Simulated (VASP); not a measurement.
# HfN (Fm-3m) in VASP: further runs

The runs below take HfN through single point, with PBEsol.

All numbers are computed with VASP 6.6.1; they aren't measurements. Logs are shortened: lines on timing, memory, paths and dates and some standing lists are left out, and cuts for length are marked.

## Step 1: The cell of the first run

It takes space group Fm-3m (No. 225, cubic). Conventional cell: a = 4.431 Å, b = 4.431 Å, c = 4.431 Å, α = 90.00°, β = 90.00°, γ = 90.00°. Within 2.9 Å of Hf (site symmetry m-3m) lie 6 N at 2.22 Å. Within 2.9 Å of N (site symmetry m-3m) lie 6 Hf at 2.22 Å.

## Step 2: Single point, PBEsol

Input file INCAR:

```
SYSTEM = HfN
PREC     = Accurate       ! precision mode
ENCUT    = 520            ! plane-wave cutoff, eV
EDIFF    = 1E-7           ! SCF threshold, eV
ISMEAR   = 0              ! smearing method
SIGMA    = 0.1            ! smearing width, eV
LREAL    = .FALSE.        ! projectors in reciprocal space
LASPH    = .TRUE.         ! aspherical terms in the spheres
NELM     = 60             ! most SCF steps
ALGO     = Normal         ! electronic algorithm
ISIF     = 2              ! what is computed and relaxed
LWAVE    = .FALSE.        ! write WAVECAR
LCHARG   = .FALSE.        ! write CHGCAR
GGA      = PS             ! functional
NBANDS   = 14             ! bands
```

Input file KPOINTS:

```
Automatic mesh
0
G
  16 16 16
  0 0 0
```

Input file POSCAR:

```
HfN
1.0
    0.0000000000      2.2152668201      2.2152668201
    2.2152668201      0.0000000000      2.2152668201
    2.2152668201      2.2152668201      0.0000000000
Hf N
1 1
Direct
    0.0000000000      0.0000000000      0.0000000000
    0.5000000000      0.5000000000      0.5000000000
```

Potentials or basis: VASP PAW PBE potentials, release 64 (Hf_pv, N).

The run is started by

```sh
> cat potpaw_PBE.64/Hf_pv/POTCAR potpaw_PBE.64/N/POTCAR > POTCAR
> mpirun -np 1 vasp_std > vasp.out
```

OUTCAR:

```text
SYSTEM = HfN
   PREC = Accurate
   ENCUT = 520
   EDIFF = 1E-7
   ISMEAR = 0
   LREAL = .FALSE.
   LASPH = .TRUE.
   NELM = 60
   ISIF = 2
   GGA = PS

 ion  position               nearest neighbor table
   1  0.000  0.000  0.000-   2 2.22   2 2.22   2 2.22   2 2.22   2 2.22   2 2.22
   2  0.500  0.500  0.500-   1 2.22   1 2.22   1 2.22   1 2.22   1 2.22   1 2.22

  LATTYP: Found a face centered cubic cell.
 ALAT       =     4.4305336402

  Lattice vectors:

 A1 = (   0.0000000000,   2.2152668201,   2.2152668201)
 A2 = (   2.2152668201,   0.0000000000,   2.2152668201)
 A3 = (   2.2152668201,   2.2152668201,   0.0000000000)

Analysis of symmetry for initial positions (statically):
=====================================================================
 Subroutine PRICEL returns:
 Original cell was already a primitive cell.

 Routine SETGRP: Setting up the symmetry group for a
 face centered cubic supercell.

 Subroutine GETGRP returns: Found 48 space group operations
 (whereof 48 operations were pure point group operations)
 out of a pool of 48 trial point group operations.

The static configuration has the point symmetry O_h .

Analysis of symmetry for dynamics (positions and initial velocities):
=====================================================================
 Subroutine PRICEL returns:
 Original cell was already a primitive cell.

 Routine SETGRP: Setting up the symmetry group for a
 face centered cubic supercell.

 Subroutine GETGRP returns: Found 48 space group operations
 (whereof 48 operations were pure point group operations)
 out of a pool of 48 trial point group operations.

The dynamic configuration has the point symmetry O_h .

 Subroutine INISYM returns: Found 48 space group operations
 (whereof 48 operations are pure point group operations),
 and found     1 'primitive' translations

----------------------------------------------------------------------------------------

                                     Primitive cell

  volume of cell :      21.7424

  direct lattice vectors                    reciprocal lattice vectors
     0.000000000  2.215266820  2.215266820    -0.225706446  0.225706446  0.225706446
     2.215266820  0.000000000  2.215266820     0.225706446 -0.225706446  0.225706446
     2.215266820  2.215266820  0.000000000     0.225706446  0.225706446 -0.225706446

  length of vectors
     3.132860381  3.132860381  3.132860381     0.390935031  0.390935031  0.390935031

  position of ions in fractional coordinates (direct lattice)
     0.000000000  0.000000000  0.000000000
     0.500000000  0.500000000  0.500000000

  ion indices of the primitive-cell ions
   primitive index   ion index
                 1           1
                 2           2

----------------------------------------------------------------------------------------

 KPOINTS: Automatic mesh

Automatic generation of k-mesh.
 Grid dimensions read from file:
 generate k-points for:   16   16   16

 Generating k-lattice:

  Cartesian coordinates                     Fractional coordinates (reciprocal lattice)
    -0.014106653  0.014106653  0.014106653     0.062500000  0.000000000  0.000000000
     0.014106653 -0.014106653  0.014106653     0.000000000  0.062500000  0.000000000
     0.014106653  0.014106653 -0.014106653     0.000000000  0.000000000  0.062500000

  Length of vectors
     0.024433439  0.024433439  0.024433439

  Shift w.r.t. Gamma in fractional coordinates (k-lattice)
     0.000000000  0.000000000  0.000000000

 Subroutine IBZKPT returns following result:
 ===========================================

 Found    145 irreducible k-points:

 Following reciprocal coordinates:
            Coordinates               Weight
  0.000000  0.000000  0.000000      1.000000
  0.062500  0.000000  0.000000      8.000000
  0.125000  0.000000  0.000000      8.000000
  0.187500  0.000000  0.000000      8.000000
  0.250000  0.000000  0.000000      8.000000
  0.312500  0.000000  0.000000      8.000000
[... 16 lines left out ...]
 -0.125000  0.062500  0.000000     24.000000
 -0.062500  0.062500  0.000000     12.000000
 [... further k-points ...]
   k-points           NKPTS =    145   k-points in BZ     NKDIM =    145   number of bands    NBANDS=     14
   number of dos      NEDOS =    301   number of ions     NIONS =      2
   total plane-waves  NPLWV =  13824
   dimension x,y,z NGX =    24 NGY =   24 NGZ =   24
   dimension x,y,z NGXF=    48 NGYF=   48 NGZF=   48
   ions per type =               1   1
   NGX,Y,Z   is equivalent  to a cutoff of  12.74, 12.74, 12.74 a.u.
   NGXF,Y,Z  is equivalent  to a cutoff of  25.47, 25.47, 25.47 a.u.
 SYSTEM =  HfN
   PREC   = accura    normal or accurate (medium, high low for compatibility)
   ISTART =      0    job   : 0-new  1-cont  2-samecut
   ICHARG =      2    charge: 1-file 2-atom 10-const
   ISPIN  =      1    spin polarized calculation?
   LNONCOLLINEAR =      F non collinear calculations
   LSORBIT =      F    spin-orbit coupling
   LASPH  =      T    aspherical Exc in radial PAW
   ENCUT  =  520.0 eV  38.22 Ry    6.18 a.u.   5.83  5.83  5.83*2*pi/ulx,y,z
   NELM   =     60;   NELMIN=  2; NELMDL= -5     # of ELM steps
   EDIFF  = 0.1E-06   stopping-criterion for ELM
   LREAL  =      F    real-space projection
   EDIFFG = 0.1E-05   stopping-criterion for IOM
   NSW    =      0    number of steps for IOM
   IBRION =     -1    ionic relax: 0-MD 1-quasi-New 2-CG
   NFREE  =      0    steps in history (QN), initial steepest desc. (CG)
   ISIF   =      2    stress and relaxation
   ISYM   =      2    0-nonsym 1-usesym 2-fastsym
   POTIM  = 0.5000    time-step for ionic-motion
   TEBEG  =    0.0;   TEEND  =   0.0 temperature during run
   PSTRESS=    0.0 pullay stress
   NELECT =      15.0000    total number of electrons
   NUPDOWN=      -1.0000    fix difference up-down
   EMIN   =  10.00;   EMAX   =-10.00  energy-range for DOS
   EFERMI =   0.00;   METHOD = LEGACY
   ISMEAR =     0;   SIGMA  =   0.10  broadening in eV -4-tet -1-fermi 0-gaus
   EFERMI_NEDOS =   21; number of points for ismear=-14 and -15
   IALGO  =     38    algorithm
   IMIX   =      4    mixing-type and parameters
     AMIX     =   0.40;   BMIX     =  1.00
     AMIX_MAG =   1.60;   BMIX_MAG =  1.00
  volume/ion in A,a.u.               =      10.87        73.36
  Fermi-wavevector in a.u.,A,eV,Ry     =   1.446558  2.733598 28.470603  2.092530
  Thomas-Fermi vector in A             =   2.564613
   LORBIT       =      0    0 simple, 1 ext, 2 COOP (PROOUT), +10 PAW based schemes
   GGA     = PS    functional components
   LHFCALC =     F    Hartree Fock is set to
   AEXX    =    0.0000 exact exchange contribution
   IVDW    =     0    specifies the selected vdW correction
   LEPSILON=     F    determine dielectric tensor
   LRPA    =     F    only Hartree local field effects (RPA)
 non-spin polarized calculation
 Gauss-broadening in eV      SIGMA  =   0.10
  energy-cutoff  :      520.00
  volume of cell :       21.74
 maximum number of plane-waves:       604
   NGX = 11   NGY = 11   NGZ = 11

 number of electron      15.0000002 magnetization

 Free energy of the ion-electron system (eV)
  ---------------------------------------------------
  ext. energy  EPLUGINS =         0.00000000
  ---------------------------------------------------
  free energy    TOTEN  =       -22.96098608 eV

  energy without entropy =      -22.95807728  energy(sigma->0) =      -22.95953168

 E-fermi :   8.7194     XC(G=0): -13.2034

 val. band max:        8.7089713177   @ k =  -0.4375   0.3125   0.1250
 cond. band min:       8.7209783632   @ k =  -0.1250   0.0625   0.0000
 fundamental gap:      0.0120070455
 Fermi energy:         8.7193925283

 k-point     1 :       0.0000    0.0000    0.0000
  band No.  band energies     occupation
      1     -22.0995      2.00000
      2     -22.0995      2.00000
      3     -22.0995      2.00000
      4      -9.0573      2.00000
      5       5.6806      2.00000
      6       5.6806      2.00000
      7       5.6806      2.00000
      8       8.3186      2.00000
      9       8.3186      2.00000
     10       8.3186      2.00000
     11      10.8150      0.00000
     12      10.8150      0.00000
     13      11.1239      0.00000
     14      18.4088      0.00000

 k-point     2 :       0.0625    0.0000    0.0000
  band No.  band energies     occupation
      1     -22.1514      2.00000
      2     -22.1036      2.00000
      3     -22.1036      2.00000
      4      -8.9525      2.00000
      5       5.2571      2.00000
      6       5.4183      2.00000
      7       5.4183      2.00000
      8       8.4492      1.99987
      9       8.4657      1.99967
     10       8.4657      1.99967
     11      11.1517      0.00000
     12      11.1517      0.00000
     13      11.4100      0.00000
     14      18.7414      0.00000

 k-point     3 :       0.1250    0.0000    0.0000
  band No.  band energies     occupation
      1     -22.2958      2.00000
      2     -22.1151      2.00000
      3     -22.1151      2.00000
      4      -8.6523      2.00000
      5       4.3076      2.00000
      6       4.8183      2.00000
      7       4.8183      2.00000
      8       8.6771      1.45045
      9       8.8492      0.06634
     10       8.8492      0.06634
     11      12.0219      0.00000
     12      12.0219      0.00000
     13      12.1448      0.00000
     14      19.6683      0.00000
[... 324 lines left out ...]
 k-point    23 :      -0.1250    0.0625    0.0000
  band No.  band energies     occupation
      1     -22.3791      2.00000
      2     -22.1583      2.00000
      3     -22.1081      2.00000
      4      -8.4397      2.00000
      5       3.6761      2.00000
      6       4.3052      2.00000
      7       4.7939      2.00000
      8       8.7210      0.98211
      9       8.8174      0.16580
     10       9.6158      0.00000
     11      11.5546      0.00000
     12      12.9898      0.00000
     13      13.0684      0.00000
     14      20.3214      0.00000

 k-point    24 :      -0.0625    0.0625    0.0000
  band No.  band energies     occupation
      1     -22.2230      2.00000
      2     -22.1297      2.00000
      3     -22.1014      2.00000
      4      -8.7848      2.00000
      5       4.6139      2.00000
      6       4.9455      2.00000
      7       5.2935      2.00000
      8       8.5052      1.99755
      9       8.5084      1.99715
     10       8.9945      0.00010
     11      11.0709      0.00000
     12      11.9532      0.00000
     13      12.0374      0.00000
     14      19.2688      0.00000

 [... further k-points ...]

------------------------ aborting loop because EDIFF is reached ----------------------------------------

  FORCE on cell =-STRESS in cart. coord.  units (eV):
  Direction    XX          YY          ZZ          XY          YZ          ZX
  --------------------------------------------------------------------------------------
  -------------------------------------------------------------------------------------
  Total        1.7353156      1.7353156      1.7353156      0.0000000      0.0000000      0.0000000
  in kB      127.8736103    127.8736103    127.8736103      0.0000000      0.0000000      0.0000000
  external PRESSURE =     127.8736103 kB  Pullay stress =       0.0000000 kB

 VOLUME and BASIS-vectors are now :
 -----------------------------------------------------------------------------
  energy-cutoff  :      520.00
  volume of cell :       21.74
      direct lattice vectors                 reciprocal lattice vectors
     0.000000000  2.215266820  2.215266820    -0.225706446  0.225706446  0.225706446
     2.215266820  0.000000000  2.215266820     0.225706446 -0.225706446  0.225706446
     2.215266820  2.215266820  0.000000000     0.225706446  0.225706446 -0.225706446

 POSITION                                       TOTAL-FORCE (eV/Angst)
 -----------------------------------------------------------------------------------
      0.00000      0.00000      0.00000        -0.000000      0.000000     -0.000000
      2.21527      2.21527      2.21527         0.000000     -0.000000      0.000000
 -----------------------------------------------------------------------------------
    total drift:                                0.000000     -0.000000     -0.000000

  FREE ENERGIE OF THE ION-ELECTRON SYSTEM (eV)
  ---------------------------------------------------
  free  energy   TOTEN  =       -22.9609860775 eV

  energy  without entropy=      -22.9580772804  energy(sigma->0) =      -22.95953168
```

Wall time 51 s (1 thread of Intel Xeon 8259CL, shared host); peak memory 0.17 GiB.

Results:

| Quantity | Value |
| --- | --- |
| Free energy | -22.9610 eV |
| Pressure | 12.8 GPa |
| Band gap on the k mesh | zero (an odd number of electrons rules out a gap without spin polarisation) |

Levels at points of the mesh, in eV from the Fermi level:
| k point | band 5 | band 6 | band 7 | band 8 | band 9 | band 10 | band 11 | band 12 |
| --- | --- | --- | --- | --- | --- | --- | --- | --- |
| (0.00, 0.00, 0.00) | -3.04 | -3.04 | -3.04 | -0.40 | -0.40 | -0.40 | 2.10 | 2.10 |
| (0.50, 0.00, 0.00) | -9.24 | -6.47 | -6.47 | 3.58 | 4.03 | 4.03 | 4.73 | 9.61 |
| (0.50, 0.50, 0.00) | -5.35 | -4.11 | -3.67 | -3.67 | 4.42 | 6.03 | 6.03 | 6.34 |

Caveat: the cell stands under pressure; the PAW data sets were made with another functional, which shifts forces and pressure a little; spin-orbit coupling is left out, which moves the levels of the heavy elements.

## Step 3: Single point, PBEsol

This run uses another cell than the first one, of 11.11 Å³/atom.

Input file INCAR:

```
ALGO = Normal
EDIFF = 1E-6
ENCUT = 520
GGA = PS
ISIF = 2
ISMEAR = 0
LASPH = True
LCHARG = False
LREAL = False
LWAVE = False
NBANDS = 14
NELM = 60
PREC = Accurate
SIGMA = 0.1
```

Input file KPOINTS:

```
k-points
0
Gamma
  16 16 16
```

Input file POSCAR:

```
HfN
1.0
    0.0000000000      2.2310424901      2.2310424901
    2.2310424901      0.0000000000      2.2310424901
    2.2310424901      2.2310424901      0.0000000000
Hf N
1 1
Direct
    0.0000000000      0.0000000000      0.0000000000
    0.5000000000      0.5000000000      0.5000000000
```

Potentials or basis: VASP PAW PBE potentials, release 64 (Hf_pv, N).

The run is started by

```sh
> cat potpaw_PBE.64/Hf_pv/POTCAR potpaw_PBE.64/N/POTCAR > POTCAR
> mpirun -np 1 vasp_std > vasp.out
```

OUTCAR:

```text
EDIFF = 1E-6
   ENCUT = 520
   GGA = PS
   ISIF = 2
   ISMEAR = 0
   LASPH = True
   LREAL = False
   NELM = 60
   PREC = Accurate

 ion  position               nearest neighbor table
   1  0.000  0.000  0.000-   2 2.23   2 2.23   2 2.23   2 2.23   2 2.23   2 2.23
   2  0.500  0.500  0.500-   1 2.23   1 2.23   1 2.23   1 2.23   1 2.23   1 2.23

  LATTYP: Found a face centered cubic cell.
 ALAT       =     4.4620849802

  Lattice vectors:

 A1 = (   0.0000000000,   2.2310424901,   2.2310424901)
 A2 = (   2.2310424901,   0.0000000000,   2.2310424901)
 A3 = (   2.2310424901,   2.2310424901,   0.0000000000)

Analysis of symmetry for initial positions (statically):
=====================================================================
 Subroutine PRICEL returns:
 Original cell was already a primitive cell.

 Routine SETGRP: Setting up the symmetry group for a
 face centered cubic supercell.

 Subroutine GETGRP returns: Found 48 space group operations
 (whereof 48 operations were pure point group operations)
 out of a pool of 48 trial point group operations.

The static configuration has the point symmetry O_h .

Analysis of symmetry for dynamics (positions and initial velocities):
[... 177 lines left out ...]
     10       8.1393      2.00000
     11      10.5684      0.00000
     12      10.5684      0.00000
     13      10.7128      0.00000
     14      18.1627      0.00000
[... 377 lines left out ...]
      1     -22.4921      2.00000
      2     -22.4068      2.00000
      3     -22.3807      2.00000
      4      -8.8659      2.00000
      5       4.4561      2.00000
      6       4.7968      2.00000
      7       5.1323      2.00000
      8       8.3216      1.99612
      9       8.3227      1.99593
     10       8.7945      0.00014
     11      10.7756      0.00000
     12      11.6648      0.00000
     13      11.6729      0.00000
     14      19.0004      0.00000

 [... further k-points ...]

------------------------ aborting loop because EDIFF is reached ----------------------------------------

  FORCE on cell =-STRESS in cart. coord.  units (eV):
  Direction    XX          YY          ZZ          XY          YZ          ZX
  --------------------------------------------------------------------------------------
  -------------------------------------------------------------------------------------
  Total        0.7938361      0.7938361      0.7938361     -0.0000000      0.0000000      0.0000000
  in kB       57.2648184     57.2648184     57.2648184     -0.0000000      0.0000000      0.0000000
  external PRESSURE =      57.2648184 kB  Pullay stress =       0.0000000 kB

 VOLUME and BASIS-vectors are now :
 -----------------------------------------------------------------------------
  energy-cutoff  :      520.00
  volume of cell :       22.21
      direct lattice vectors                 reciprocal lattice vectors
     0.000000000  2.231042490  2.231042490    -0.224110478  0.224110478  0.224110478
     2.231042490  0.000000000  2.231042490     0.224110478 -0.224110478  0.224110478
     2.231042490  2.231042490  0.000000000     0.224110478  0.224110478 -0.224110478

 POSITION                                       TOTAL-FORCE (eV/Angst)
 -----------------------------------------------------------------------------------
      0.00000      0.00000      0.00000         0.000000      0.000000      0.000000
      2.23104      2.23104      2.23104        -0.000000     -0.000000     -0.000000
 -----------------------------------------------------------------------------------
    total drift:                                0.000000     -0.000000     -0.000000

  FREE ENERGIE OF THE ION-ELECTRON SYSTEM (eV)
  ---------------------------------------------------
  free  energy   TOTEN  =       -22.9881750120 eV

  energy  without entropy=      -22.9852489138  energy(sigma->0) =      -22.98671196
```

OSZICAR:

```text
N       E                     dE             d eps       ncg     rms          rms(c)
DAV:   1     0.373781868581E+02    0.37378E+02   -0.78135E+03  4084   0.102E+03
DAV:   2    -0.237752088328E+02   -0.61153E+02   -0.57512E+02  5324   0.236E+02
DAV:   3    -0.257082574053E+02   -0.19330E+01   -0.19260E+01  4768   0.347E+01
DAV:   4    -0.257147791726E+02   -0.65218E-02   -0.65207E-02  4840   0.235E+00
DAV:   5    -0.257148157546E+02   -0.36582E-04   -0.36582E-04  4774   0.152E-01    0.541E+01
DAV:   6    -0.230920751233E+02    0.26227E+01   -0.70955E+00  4594   0.210E+01    0.446E+01
DAV:   7    -0.230160074162E+02    0.76068E-01   -0.43031E-01  5176   0.576E+00    0.264E+01
DAV:   8    -0.229924404446E+02    0.23567E-01   -0.83949E-02  4906   0.246E+00    0.481E+00
DAV:   9    -0.229883679387E+02    0.40725E-02   -0.12358E-02  4714   0.871E-01    0.198E+00
DAV:  10    -0.229882110825E+02    0.15686E-03   -0.11279E-03  5438   0.317E-01    0.460E-01
DAV:  11    -0.229881764420E+02    0.34640E-04   -0.84502E-05  4944   0.922E-02    0.780E-02
DAV:  12    -0.229881753509E+02    0.10911E-05   -0.69925E-06  4996   0.224E-02    0.319E-02
DAV:  13    -0.229881750120E+02    0.33896E-06   -0.20570E-07  3092   0.443E-03
   1 F= -.22988175E+02 E0= -.22986712E+02  d E =-.292610E-02
```

Wall time 47 s (1 thread of Intel Xeon 8259CL, shared host); peak memory 0.18 GiB.

What came out:

```yaml
Free_energy: -22.9882 eV
Pressure: 5.7 GPa
Band_gap_on_the_k_mesh: zero (an odd number of electrons rules out a gap without spin polarisation)
```

Levels at points of the mesh, in eV from the Fermi level:
```
           k point  band 5  band 6  band 7  band 8  band 9  band 10  band 11  band 12
(0.00, 0.00, 0.00)   -3.02   -3.02   -3.02   -0.39   -0.39    -0.39     2.04     2.04
(0.50, 0.00, 0.00)   -9.11   -6.36   -6.36    3.48    3.91     3.91     4.62     9.34
(0.50, 0.50, 0.00)   -5.37   -4.01   -3.66   -3.66    4.30     5.85     5.85     6.07
```

Caveat: the cell stands under pressure; the PAW data sets were made with another functional, which shifts forces and pressure a little; spin-orbit coupling is left out, which moves the levels of the heavy elements.

(Part 1 of 2 ends here.)
